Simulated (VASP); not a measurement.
Here is a VASP 6.6.1 calculation.

File INCAR:

```
PREC = Accurate
ENCUT = 520
EDIFF = 1E-7
ISMEAR = -1
SIGMA = 0.05
LREAL = F
LASPH = T
NELM = 60
ALGO = Normal
ISIF = 2
LWAVE = F
LCHARG = F
GGA = PS
IVDW = 13
NBANDS = 17
```

File KPOINTS:

```
Automatic mesh
0
Gamma
  8 8 7
```

The input POSCAR:

```
PbS
1.0
    3.9411733076      0.0000000000      0.0000000000
   -1.9705866538      3.4131562051      0.0000000000
    0.0000000000      0.0000000000      3.7396783060
Pb S
1 1
Direct
    0.0000000000      0.0000000000      0.0000000000
    0.6666666667      0.3333333333      0.5000000000
```

Potentials or basis: VASP PAW PBE potentials, release 64 (Pb_d, S).

Command:

```sh
$ cat potpaw_PBE.64/Pb_d/POTCAR potpaw_PBE.64/S/POTCAR > POTCAR
$ mpirun -np 1 vasp_std > vasp.out
```

Question: Predict the dispersion energy per atom.

Answer: -0.226 eV.

Question: What does it give for the band gap on the k mesh?

Answer: Zero (bands 10 and 11 overlap by 0.28 eV).

Caveat: semilocal functionals underestimate gaps, so a narrow gap can read as zero; spin-orbit coupling is left out, which moves the levels of the heavy elements.
